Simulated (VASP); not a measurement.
Input of a VASP 6.6.1 run:

File POSCAR:

```
CaPb3S4
1.0
    6.0389371779      0.0000000000      0.0000000000
    0.0000000000      6.0389371779      0.0000000000
    0.0000000000      0.0000000000      6.0389371779
Pb S Ca
3 4 1
Direct
    0.5000000000      0.0000000000      0.0000000000
    0.0000000000      0.5000000000      0.0000000000
    0.0000000000      0.0000000000      0.5000000000
    0.0000000000      0.5000000000      0.5000000000
    0.5000000000      0.0000000000      0.5000000000
    0.5000000000      0.5000000000      0.0000000000
    0.0000000000      0.0000000000      0.0000000000
    0.5000000000      0.5000000000      0.5000000000
```

Contents of INCAR.step1:

```
SYSTEM = CaPb3S4
PREC = Accurate
ENCUT = 520
ISMEAR = 0
SIGMA = 0.01
LREAL = .False.
LASPH = .True.
NELM = 100
NBANDS = 48
GGA = PE
ALGO = Normal
EDIFF = 1E-4
LWAVE = .True.
LCHARG = .False.
```

INCAR.step2

```
SYSTEM = CaPb3S4
PREC = Accurate
ENCUT = 520
EDIFF = 1E-7
ISMEAR = 0
SIGMA = 0.01
LREAL = .False.
LASPH = .True.
NELM = 100
ALGO = Normal
ISIF = 2
LWAVE = .False.
LCHARG = .False.
METAGGA = R2SCAN
LMIXTAU = .True.
NBANDS = 48
ISTART = 1
```

KPOINTS

```
regular mesh
0
Gamma
  4 4 4
  0 0 0
```

Potentials or basis: VASP PAW PBE potentials, release 64 (Pb_d, S, Ca_sv).

Run with:

```bash
$ cat potpaw_PBE.64/Pb_d/POTCAR potpaw_PBE.64/S/POTCAR potpaw_PBE.64/Ca_sv/POTCAR > POTCAR
$ cp INCAR.step1 INCAR
$ mpirun -np 1 vasp_std > vasp.out
$ cp INCAR.step2 INCAR
$ mpirun -np 1 vasp_std > vasp.out
```

(1) Estimate the band gap on the k mesh.

(2) Predict the pressure.

## Answers

(1) 0.88 eV.

(2) -3.0 GPa.

Caveat: the cell stands under tension; the PAW data sets were made with another functional, which shifts forces and pressure a little; spin-orbit coupling is left out, which moves the levels of the heavy elements.
